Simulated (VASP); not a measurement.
**Al2Cl: relaxation of cell and atoms with PBE**

The system is Al2Cl.

```
Al Cl
1.0
     3.05702    0.00000    0.00000
     0.00000    3.05702    0.00000
     0.00000    0.00000   12.77506
Al Cl
4 2
Direct
  0.50000 0.00000 0.77468
  0.00000 0.50000 0.22532
  0.00000 0.50000 0.92204
  0.50000 0.00000 0.07796
  0.00000 0.50000 0.65046
  0.50000 0.00000 0.34954
```

- Program: VASP 6.6.1
- Task: relaxation of cell and atoms
- Functional: PBE
- Potentials or basis: VASP PAW PBE potentials, release 64 (Al, Cl)
- Cutoff: 600 eV
- k mesh: 12 × 12 × 4
- Occupations: gaussian, width 0.1 eV
- Spin: no spin polarisation
- Dipole correction: no
- Further INCAR settings: ALGO = Normal; EDIFF = 1e-07; IBRION = 2; EDIFFG = -0.01; NSW = 100; ISIF = 3

| Quantity | Value |
| --- | --- |
| Relaxed volume | 19.80 Å³/atom |
| Relaxed cell | a = 3.068 Å, b = 3.068 Å, c = 12.626 Å, α = 90.00°, β = 90.00°, γ = 90.00° |
| Space group after relaxing (to 0.05 Å) | P4/nmm (No. 129) |
| Energy gained by relaxing | 3.6 meV/atom |
| Ionic steps | 6 |
| Pressure after relaxing | 0.0 GPa |
| Largest force after relaxing | 0.004 eV/Å |
| Band gap on the k mesh | zero (band 13 reaches 7.94 eV, above the bottom of band 14 at 4.60 eV) |

Forces in eV/Å, atoms in the order of the input:
```
Al   0.000  0.000  0.000
Al   0.000  0.000  0.000
Al   0.000  0.000 -0.001
Al   0.000  0.000  0.001
Cl   0.000  0.000  0.004
Cl   0.000  0.000 -0.004
```

The path:
| step | energy change (eV) | largest force (eV/Å) | pressure (GPa) | volume (Å³) |
| --- | --- | --- | --- | --- |
| 1 | 0.0000 | 0.3007 | -0.05 | 119.39 |
| 2 | -0.0129 | 0.2040 | -0.02 | 119.27 |
| 3 | -0.0188 | 0.0892 | 0.02 | 119.11 |
| 4 | -0.0211 | 0.0107 | -0.09 | 119.12 |
| 5 | -0.0212 | 0.0124 | -0.11 | 119.13 |
| 6 | -0.0214 | 0.0041 | 0.04 | 118.82 |

Final structure:
```
Al Cl
1.0
     3.06765    0.00000    0.00000
     0.00000    3.06765    0.00000
     0.00000    0.00000   12.62589
Al Cl
4 2
Cartesian
  1.5338 0.0000 9.7978
  0.0000 1.5338 2.8281
  0.0000 1.5338 11.6845
  1.5338 3.0677 0.9414
  0.0000 1.5338 8.2019
  1.5338 0.0000 4.4240
```

Levels at points of the mesh, in eV from the Fermi level:
| k point | band 10 | band 11 | band 12 | band 13 | band 14 | band 15 | band 16 | band 17 |
| --- | --- | --- | --- | --- | --- | --- | --- | --- |
| (0.00, 0.00, 0.00) | -3.07 | -3.07 | 0.35 | 1.55 | 3.49 | 4.06 | 4.06 | 4.26 |
| (0.50, 0.00, 0.00) | -3.68 | -2.48 | -2.48 | -1.09 | -1.09 | 2.23 | 2.23 | 5.23 |
| (0.50, 0.50, 0.00) | -2.84 | -2.24 | -2.24 | -1.23 | -1.23 | -0.82 | -0.82 | 0.97 |
| (0.00, 0.00, 0.50) | -3.07 | -3.07 | -0.07 | 1.83 | 3.54 | 4.06 | 4.06 | 4.26 |
| (0.50, 0.00, 0.50) | -3.58 | -2.48 | -2.48 | -1.21 | -1.21 | 2.45 | 2.45 | 4.92 |
| (0.50, 0.50, 0.50) | -2.83 | -2.23 | -2.23 | -1.26 | -1.26 | -0.85 | -0.85 | 1.03 |

Wall time 6.5 min on 1 thread of AMD EPYC 9R45 96-Core Processor (Zen 5), on a shared host, peak memory 0.33 GiB.

Caveat: this functional lacks dispersion, which binds the layers, so the pressure and a relaxed spacing across them are unreliable.
